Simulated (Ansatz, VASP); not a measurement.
**One calculation of SnSe2, two programs**

```
Sn Se
1.0
     3.81857    0.00000    0.00000
    -1.90928    3.30698    0.00000
     0.00000    0.00000    6.15626
Sn Se
1 2
Direct
  0.00000 0.00000 0.00000
  0.33333 0.66667 0.25766
  0.66667 0.33333 0.74234
```

Alike in both runs: functional PBEsol; k mesh 9 × 9 × 6; occupations gaussian, width 0.02 eV; no spin polarisation.

Ansatz relaxed the structure, and its values are those at the end. VASP's run is a single point on that final structure, the one shown.

|  | VASP | Ansatz |
| --- | --- | --- |
| version | VASP 6.6.1 | Ansatz 0.2.0 |
| potentials or method | VASP PAW PBE potentials, release 64 (Sn_d, Se), cutoff 520 eV | scalar-relativistic, plane waves, PAW |
| valence electrons in the cell | 26 | 46 |

```csv
,VASP,Ansatz,Ansatz less VASP
gap on the k mesh at the Fermi level (eV),0.49,0.49,+0.005
least direct gap on the mesh (eV),0.98,0.99,+0.009
pressure (GPa),0.1,0.0,-0.11
rms of the force components (eV/Å),0.009,0.000,-0.0084
```

VASP's potentials were made for PBE, not for PBEsol. The functional is the same, so the differences come from potentials, cutoffs and numerics. VASP's potentials hold 26 valence electrons a cell and Ansatz's 46, so a difference there can come from the potentials and not from the codes.
